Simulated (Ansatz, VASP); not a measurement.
Al2TlAs3 in VASP and in Ansatz

POSCAR

```
Al2TlAs3
1.0
    2.7171448542     -6.0739830980      0.0000000000
    2.7171448542      6.0739830980      0.0000000000
    0.0000000000      0.0000000000      4.1125111415
Al Tl As
2 1 3
Direct
    0.6372341736      0.3627658264      0.5000000000
    0.3627658264      0.6372341736      0.5000000000
    0.0000000000      0.0000000000      0.0000000000
    0.1606531336      0.8393468664      0.5000000000
    0.8393468664      0.1606531336      0.5000000000
    0.5000000000      0.5000000000      0.0000000000
```

Contents of INCAR.step1:

```
SYSTEM = Al2TlAs3
ALGO = Normal ; EDIFF = 1E-5
ENCUT = 550 ; GGA = PE
GGA_COMPAT = .FALSE. ; ISMEAR = -1
LASPH = .TRUE. ; LCHARG = .FALSE.
LREAL = .FALSE. ; LWAVE = .TRUE.
NBANDS = 26 ; NELM = 120
PREC = Accurate ; SIGMA = 0.03
```

Contents of INCAR.step2:

```
SYSTEM = Al2TlAs3
ALGO = Normal ; BPARAM = 11.95
CPARAM = 0.0093 ; EDIFF = 1E-6
ENCUT = 550 ; GGA_COMPAT = .FALSE.
ISIF = 2 ; ISMEAR = -1
ISTART = 1 ; IVDW_NL = 2
LASPH = .TRUE. ; LCHARG = .FALSE.
LMIXTAU = .TRUE. ; LREAL = .FALSE.
LUSE_VDW = .TRUE. ; LWAVE = .FALSE.
METAGGA = R2SCAN ; NBANDS = 26
NELM = 120 ; PREC = Accurate
SIGMA = 0.03
```

Contents of KPOINTS:

```
k-points
0
G
  6 6 8
  0 0 0
```

Input for Ansatz:

```yaml
crystal:
  lattice:
    - [2.7171448542, -6.073983098, 0.0]
    - [2.7171448542, 6.073983098, 0.0]
    - [0.0, 0.0, 4.1125111415]
  atoms:
    - { symbol: Al, position: [0.6372341736, 0.3627658264, 0.5] }
    - { symbol: Al, position: [0.3627658264, 0.6372341736, 0.5] }
    - { symbol: Tl, position: [0.0, 0.0, 0.0] }
    - { symbol: As, position: [0.1606531336, 0.8393468664, 0.5] }
    - { symbol: As, position: [0.8393468664, 0.1606531336, 0.5] }
    - { symbol: As, position: [0.5, 0.5, 0.0] }
kpoints:
  mp_grid: { grid: [6, 6, 8] }
  band_path:
    path:
      - [0.0, 0.0, 0.0]
      - [-0.5, 0.5, 0.0]
      - [-0.3000286097, 0.6999713903, 0.0]
      - [0.3000286097, 0.3000286097, 0.0]
      - [0.0, 0.0, 0.5]
      - [0.3000286097, 0.3000286097, 0.5]
      - [-0.3000286097, 0.6999713903, 0.5]
      - [-0.5, 0.5, 0.5]
      - [0.0, 0.5, 0.0]
    npoints: 1
hamiltonian:
  xc: r2scan
  dispersion: rvv10
scf:
  occupations: { method: fermi_dirac, width: 0.03 }
  n_extra_bands: 5
output:
  forces: true
  stress: true
  eigenvalues: true
  write_density: true
  write_potential: true
  elf: true
  volumetric_format: npy
```

Alike in both runs: task single point; functional r2SCAN; dispersion rVV10; k mesh 6 × 6 × 8; occupations fermi-dirac, width 0.03 eV; no spin polarisation.

|  | VASP | Ansatz |
| --- | --- | --- |
| version | VASP 6.6.1 | Ansatz 0.2.0 |
| potentials or method | VASP PAW PBE potentials, release 64 (Al, Tl_d, As) | plane waves, PAW |
| plane-wave cutoff (eV) | 550 | 500 |
| valence electrons in the cell | 34 | 64 |

```csv
,VASP,Ansatz,Ansatz less VASP
pressure (GPa),0.1,0.0,-0.13
"traceless stress, the component that is largest in VASP (GPa)",0.18,0.17,-0.008
rms of the force components (eV/Å),0.021,0.019,-0.0020
```

VASP's potentials were made for PBE, not for r2SCAN. Atom by atom the forces differ by 0.006 eV/Å (rms over components). VASP's potentials hold 34 valence electrons a cell and Ansatz's 64, so a difference there can come from the potentials and not from the codes.

Neither program's run includes spin-orbit coupling.
